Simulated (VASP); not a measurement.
Wanted: the native input for a VASP 6.6.1 run.

* Task: single point
* Functional: PBEsol
* Potentials or basis: VASP PAW PBE potentials, release 64 (Si, Mo_sv)
* Cutoff: 520 eV
* k mesh: 8 × 8 × 8
* Occupations: gaussian, width 0.15 eV
* Spin: no spin polarisation
* Dipole correction: no
* Further INCAR settings: ALGO = Fast; EDIFF = 1e-07; NBANDS = 56

The structure of SiMo3 lies in POSCAR:

```
SiMo3
1.0
    4.8615851677      0.0000000000      0.0000000000
    0.0000000000      4.8615851677      0.0000000000
    0.0000000000      0.0000000000      4.8615851677
Si Mo
2 6
Direct
    0.0000000000     -0.0094365234      0.0000000000
    0.5000000000      0.4905634766      0.5000000000
    0.2500000000     -0.0140460104      0.5000000000
    0.5000000000      0.7808541340      0.0000000000
    0.7500000000     -0.0140460104      0.5000000000
    0.5000000000      0.2808541340      0.0000000000
    0.0000000000      0.4859539896      0.7500000000
    0.0000000000      0.4859539896      0.2500000000
```

This cell differs from its parent crystal: mode 4 (147.8 1/cm) frozen in, largest displacement -0.150 Å.

The input as run:

INCAR

```
SYSTEM = SiMo3
ALGO = Fast ; EDIFF = 1E-7
ENCUT = 520 ; GGA = PS
ISIF = 2 ; ISMEAR = 0
LASPH = .True. ; LCHARG = .False.
LREAL = .False. ; LWAVE = .False.
NBANDS = 56 ; NELM = 100
PREC = Accurate ; SIGMA = 0.15
```

KPOINTS

```
k-points
0
Gamma
  8 8 8
  0 0 0
```

Potentials or basis: VASP PAW PBE potentials, release 64 (Si, Mo_sv).

The run is started by

```console
$ cat potpaw_PBE.64/Si/POTCAR potpaw_PBE.64/Mo_sv/POTCAR > POTCAR
$ mpirun -np 1 vasp_std > vasp.out
```

Results of the run:

```
Pressure               : 1.5 GPa
Largest force          : 1.182 eV/Å
Band gap on the k mesh : zero (band 46 reaches 14.12 eV, above the bottom of band 47 at 11.73 eV)
```

Caveat: the cell differs from its parent crystal (mode 4 (147.8 1/cm) frozen in, largest displacement -0.150 Å); the PAW data sets were made with another functional, which shifts forces and pressure a little.

Wall time 19 min on 1 thread of Oxide Virtual Turin-like Processor (shared host), peak memory 0.41 GiB.
